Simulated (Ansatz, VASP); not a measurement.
Two plane-wave programs on SrRhN2

```
CELL_PARAMETERS angstrom
3.43384 0.00000 0.00000
0.00000 3.43384 0.00000
0.00000 0.00000 17.00000
ATOMIC_POSITIONS crystal
Sr 0.50000 0.50000 0.50000
Rh 0.00000 0.00000 0.50000
N 0.00000 0.00000 0.58514
N 0.00000 0.00000 0.41486
```

Alike in both runs: task single point; functional PBE; k mesh 6 × 6 × 1; occupations gaussian, width 0.1 eV; collinear spin.

|  | VASP | Ansatz |
| --- | --- | --- |
| version | VASP 6.6.1 | Ansatz 0.2.0 |
| potentials or method | VASP PAW PBE potentials, release 64 (Sr_sv, Rh_pv, N), cutoff 520 eV | scalar-relativistic, plane waves, PAW |
| valence electrons in the cell | 35 | 37 |

|  | VASP | Ansatz | Ansatz less VASP |
| --- | --- | --- | --- |
| gap on the k mesh at the Fermi level (eV) | none | none | - |
| rms of the force components (eV/Å) | 11.952 | 11.683 | -0.2694 |
| net moment per atom (μB) | 0.22 | 0.22 | 0.000 |
| size of the moment on the site where the two differ most (μB) | 0.30 | 0.04 | -0.257 |

Site moments also hang on the region over which each program counts them. Atom by atom the forces differ by 0.269 eV/Å (rms over components). A gap of «none» marks a metal or a gap that the smearing closes. VASP's potentials hold 35 valence electrons a cell and Ansatz's 37, so a difference there can come from the potentials and not from the codes. Ansatz's warnings: slab cell height set.
